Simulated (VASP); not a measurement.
# MgTe4 (R-3m) in VASP: a series of runs

MgTe4 is run at these levels: PBE; tasks: single point, relaxation of cell and atoms.

Program: VASP 6.6.1. These are calculated values, not measurements. Logs are shortened: lines on timing, memory, paths and dates and some standing lists are left out, and cuts for length are marked.

### 1 The cell of the first run

Symmetry: R-3m, No. 166, trigonal system. Conventional cell: a = 6.556 Å, b = 6.556 Å, c = 13.375 Å, α = 90.00°, β = 90.00°, γ = 120.00°. Mg (site symmetry -3m) has 6 Te at 2.92 Å within 3.9 Å. Within 3.9 Å of Te (site symmetry 2/m) lie 2 Mg at 2.92 Å and 6 Te at 3.28 Å. Within 4.4 Å of Te (site symmetry -3m) lie 6 Te at 3.28 Å and 6 Mg at 4.39 Å.

The cell was built from a structure type or drawn by symmetry, and may not be a known phase.

### 2 Single point, PBE

INCAR reads:

```
PREC     = Accurate       # precision mode
ENCUT    = 520            # plane-wave cutoff, eV
EDIFF    = 1E-6           # SCF threshold, eV
ISMEAR   = 0              # smearing method
SIGMA    = 0.1            # smearing width, eV
LREAL    = F              # projectors in reciprocal space
LASPH    = T              # aspherical terms in the spheres
NELM     = 80             # most SCF steps
ALGO     = Normal         # electronic algorithm
ISIF     = 2              # what is computed and relaxed
LWAVE    = F              # write WAVECAR
LCHARG   = F              # write CHGCAR
GGA      = PE             # functional
NBANDS   = 21             # bands
```

KPOINTS reads:

```
Automatic mesh
0
Gamma
  3 3 3
```

POSCAR reads:

```
MgTe4
1.0
    3.2781345125      1.8926318432      4.4584687296
   -3.2781345125      1.8926318432      4.4584687296
    0.0000000000     -3.7852636864      4.4584687296
Mg Te
1 4
Direct
    0.5000000000      0.5000000000      0.5000000000
    0.5000000000      0.5000000000      0.0000000000
    0.0000000000      0.5000000000      0.5000000000
    0.5000000000      0.0000000000      0.5000000000
    0.0000000000      0.0000000000      0.0000000000
```

Potentials or basis: VASP PAW PBE potentials, release 64 (Mg, Te).

Command:

```bash
cat potpaw_PBE.64/Mg/POTCAR potpaw_PBE.64/Te/POTCAR > POTCAR
mpirun -np 1 vasp_std > vasp.out
```

OUTCAR:

```text
PREC = Accurate
   ENCUT = 520
   EDIFF = 1E-6
   ISMEAR = 0
   LREAL = F
   LASPH = T
   NELM = 80
   ISIF = 2
   GGA = PE

 ion  position               nearest neighbor table
   1  0.500  0.500  0.500-   2 2.92   2 2.92   4 2.92   3 2.92   4 2.92   3 2.92
   2  0.500  0.500  0.000-   1 2.92   1 2.92   3 3.28   4 3.28   4 3.28   3 3.28   5 3.28   5 3.28

   3  0.000  0.500  0.500-   1 2.92   1 2.92   5 3.28   5 3.28   2 3.28   2 3.28   4 3.28   4 3.28

   4  0.500  0.000  0.500-   1 2.92   1 2.92   5 3.28   2 3.28   2 3.28   5 3.28   3 3.28   3 3.28

   5  0.000  0.000  0.000-   3 3.28   4 3.28   3 3.28   4 3.28   2 3.28   2 3.28

  LATTYP: Found a trigonal (rhomboedric) cell.
 ALAT       =     5.8486036444
 COS(alpha) =     0.3716825016

  Lattice vectors:

 A1 = (   3.2781345125,   1.8926318432,   4.4584687296)
 A2 = (  -3.2781345125,   1.8926318432,   4.4584687296)
 A3 = (   0.0000000000,  -3.7852636864,   4.4584687296)

Analysis of symmetry for initial positions (statically):
=====================================================================
 Subroutine PRICEL returns:
 Original cell was already a primitive cell.

 Routine SETGRP: Setting up the symmetry group for a
 trigonal (rhombohedral) supercell.

 Subroutine GETGRP returns: Found 12 space group operations
 (whereof 12 operations were pure point group operations)
 out of a pool of 12 trial point group operations.

The static configuration has the point symmetry D_3d.

Analysis of symmetry for dynamics (positions and initial velocities):
=====================================================================
 Subroutine PRICEL returns:
 Original cell was already a primitive cell.

 Routine SETGRP: Setting up the symmetry group for a
 trigonal (rhombohedral) supercell.

 Subroutine GETGRP returns: Found 12 space group operations
 (whereof 12 operations were pure point group operations)
 out of a pool of 12 trial point group operations.

The dynamic configuration has the point symmetry D_3d.

 Subroutine INISYM returns: Found 12 space group operations
 (whereof 12 operations are pure point group operations),
 and found     1 'primitive' translations

[... 79 lines left out ...]
   ENCUT  =  520.0 eV  38.22 Ry    6.18 a.u.  10.87 10.87 10.87*2*pi/ulx,y,z
   NELM   =     80;   NELMIN=  2; NELMDL= -5     # of ELM steps
   EDIFF  = 0.1E-05   stopping-criterion for ELM
   LREAL  =      F    real-space projection
   EDIFFG = 0.1E-04   stopping-criterion for IOM
   NSW    =      0    number of steps for IOM
   IBRION =     -1    ionic relax: 0-MD 1-quasi-New 2-CG
   NFREE  =      0    steps in history (QN), initial steepest desc. (CG)
   ISIF   =      2    stress and relaxation
   ISYM   =      2    0-nonsym 1-usesym 2-fastsym
   POTIM  = 0.5000    time-step for ionic-motion
   TEBEG  =    0.0;   TEEND  =   0.0 temperature during run
   PSTRESS=    0.0 pullay stress
   NELECT =      26.0000    total number of electrons
   NUPDOWN=      -1.0000    fix difference up-down
   EMIN   =  10.00;   EMAX   =-10.00  energy-range for DOS
   EFERMI =   0.00;   METHOD = LEGACY
   ISMEAR =     0;   SIGMA  =   0.10  broadening in eV -4-tet -1-fermi 0-gaus
   EFERMI_NEDOS =   21; number of points for ismear=-14 and -15
   IALGO  =     38    algorithm
   IMIX   =      4    mixing-type and parameters
     AMIX     =   0.40;   BMIX     =  1.00
     AMIX_MAG =   1.60;   BMIX_MAG =  1.00
  volume/ion in A,a.u.               =      33.19       224.00
  Fermi-wavevector in a.u.,A,eV,Ry     =   0.882516  1.667714 10.596690  0.778835
  Thomas-Fermi vector in A             =   2.003158
   LORBIT       =      0    0 simple, 1 ext, 2 COOP (PROOUT), +10 PAW based schemes
   GGA     = PE    functional components
   LHFCALC =     F    Hartree Fock is set to
   AEXX    =    0.0000 exact exchange contribution
   IVDW    =     0    specifies the selected vdW correction
   LEPSILON=     F    determine dielectric tensor
   LRPA    =     F    only Hartree local field effects (RPA)
 non-spin polarized calculation
 Gauss-broadening in eV      SIGMA  =   0.10
  energy-cutoff  :      520.00
  volume of cell :      165.97
 maximum number of plane-waves:      4477
 NGX is ok and might be reduce to    48
   NGX = 21   NGY = 21   NGZ = 21

 number of electron      26.0000001 magnetization

 Free energy of the ion-electron system (eV)
  ---------------------------------------------------
  ext. energy  EPLUGINS =         0.00000000
  ---------------------------------------------------
  free energy    TOTEN  =       -14.27053883 eV

  energy without entropy =      -14.25095269  energy(sigma->0) =      -14.26074576

 E-fermi :   5.0401     XC(G=0):  -8.6599

 val. band max:        5.0082710582   @ k =  -0.3333   0.3333   0.0000
 cond. band min:       5.1140415944   @ k =  -0.3333   0.3333   0.0000
 fundamental gap:      0.1057705362
 Fermi energy:         5.0400503833

 k-point     1 :       0.0000    0.0000    0.0000
  band No.  band energies     occupation
      1      -8.3656      2.00000
      2      -5.4588      2.00000
      3      -5.4588      2.00000
      4      -5.1413      2.00000
      5      -1.1183      2.00000
      6      -0.5453      2.00000
[... 133 lines left out ...]
     20      10.3722      0.00000
     21      11.0769      0.00000

------------------------ aborting loop because EDIFF is reached ----------------------------------------

  FORCE on cell =-STRESS in cart. coord.  units (eV):
  Direction    XX          YY          ZZ          XY          YZ          ZX
  --------------------------------------------------------------------------------------
  -------------------------------------------------------------------------------------
  Total       -0.1614960     -0.1614960      0.1463371      0.0000000      0.0000000     -0.0000000
  in kB       -1.5589870     -1.5589870      1.4126522      0.0000000      0.0000000     -0.0000000
  external PRESSURE =      -0.5684406 kB  Pullay stress =       0.0000000 kB

 VOLUME and BASIS-vectors are now :
 -----------------------------------------------------------------------------
  energy-cutoff  :      520.00
  volume of cell :      165.97
      direct lattice vectors                 reciprocal lattice vectors
     3.278134512  1.892631843  4.458468730     0.152525773  0.088060796  0.074764085
    -3.278134512  1.892631843  4.458468730    -0.152525773  0.088060796  0.074764085
     0.000000000 -3.785263686  4.458468730     0.000000000 -0.176121592  0.074764085

 POSITION                                       TOTAL-FORCE (eV/Angst)
 -----------------------------------------------------------------------------------
      0.00000      0.00000      6.68770        -0.000000     -0.000000     -0.000000
      0.00000      1.89263      4.45847         0.000000     -0.000000      0.000000
     -1.63907     -0.94632      4.45847         0.000000      0.000000      0.000000
      1.63907     -0.94632      4.45847         0.000000      0.000000     -0.000000
      0.00000      0.00000      0.00000         0.000000     -0.000000     -0.000000
 -----------------------------------------------------------------------------------
    total drift:                               -0.000000      0.000000     -0.000000

  FREE ENERGIE OF THE ION-ELECTRON SYSTEM (eV)
  ---------------------------------------------------
  free  energy   TOTEN  =       -14.2705388337 eV

  energy  without entropy=      -14.2509526864  energy(sigma->0) =      -14.26074576
```

stdout:

```text
POSCAR found type information on POSCAR MgTe
 POSCAR found :  2 types and       5 ions
 scaLAPACK will be used
 LDA part: xc-table for (Slater+PW92), standard interpolation
 POSCAR, INCAR and KPOINTS ok, starting setup
 FFT: planning ... GRIDC
 FFT: planning ... GRID_SOFT
 FFT: planning ... GRID
 WAVECAR not read
 entering main loop
```

Run time: 44 s. Hardware: 1 thread of Intel Xeon 8259CL, shared host; peak memory 0.31 GiB.

What came out:

```yaml
Free_energy: -14.2705 eV
Pressure: -0.1 GPa
Band_gap_on_the_k_mesh: zero (bands 13 and 14 overlap by 0.63 eV)
```

Stress tensor (GPa, compression positive):
```
-0.16  0.00  0.00
 0.00 -0.16  0.00
 0.00  0.00  0.14
```

Caveat: the k points lie up to 0.40 Å⁻¹ apart, too coarse for converged energies and pressures of a metal; semilocal functionals underestimate gaps, so a narrow gap can read as zero; spin-orbit coupling is left out, which moves the levels of the heavy elements.

### 3 Single point, PBE

This run uses another cell than the first one, of 37.25 Å³/atom.

INCAR reads:

```
SYSTEM = MgTe4
PREC = Accurate
ENCUT = 520
EDIFF = 1E-7
ISMEAR = 0
SIGMA = 0.1
LREAL = .FALSE.
LASPH = .TRUE.
NELM = 80
ALGO = Normal
ISIF = 2
LWAVE = .FALSE.
LCHARG = .FALSE.
GGA = PE
NBANDS = 21
```

KPOINTS reads:

```
Automatic mesh
0
G
  3 3 3
  0 0 0
```

Changes to POSCAR since step 2:

```diff
@@ -2,5 +2,5 @@
 1.0
-    3.2781345125      1.8926318432      4.4584687296
-   -3.2781345125      1.8926318432      4.4584687296
-    0.0000000000     -3.7852636864      4.4584687296
+    3.2600366900      1.8821830600      5.0592275200
+   -3.2600366900      1.8821830600      5.0592275200
+    0.0000000000     -3.7643661200      5.0592275200
 Mg Te
```

Potentials or basis: VASP PAW PBE potentials, release 64 (Mg, Te).

Command:

```bash
cat potpaw_PBE.64/Mg/POTCAR potpaw_PBE.64/Te/POTCAR > POTCAR
mpirun -np 1 vasp_std > vasp.out
```

Wall time 79 s (1 thread of Intel Xeon 8259CL, shared host); peak memory 0.31 GiB.

Results (log left out):

| Item | Value |
| --- | --- |
| Free energy | -13.9284 eV |
| Pressure | -1.6 GPa |
| Band gap on the k mesh | zero (bands 13 and 14 overlap by 0.64 eV) |

Stress tensor (GPa, compression positive):
```
-0.23  0.00  0.00
 0.00 -0.23  0.00
 0.00  0.00 -4.45
```

Levels at points of the mesh, in eV from the Fermi level:
| k point | band 10 | band 11 | band 12 | band 13 | band 14 | band 15 | band 16 | band 17 |
| --- | --- | --- | --- | --- | --- | --- | --- | --- |
| (0.00, 0.00, 0.00) | -2.13 | -1.25 | -1.09 | 0.59 | 0.59 | 0.60 | 2.59 | 3.18 |

Caveat: the k points lie up to 0.40 Å⁻¹ apart, too coarse for converged energies and pressures of a metal; semilocal functionals underestimate gaps, so a narrow gap can read as zero; spin-orbit coupling is left out, which moves the levels of the heavy elements.

(Part 1 of 2 ends here.)
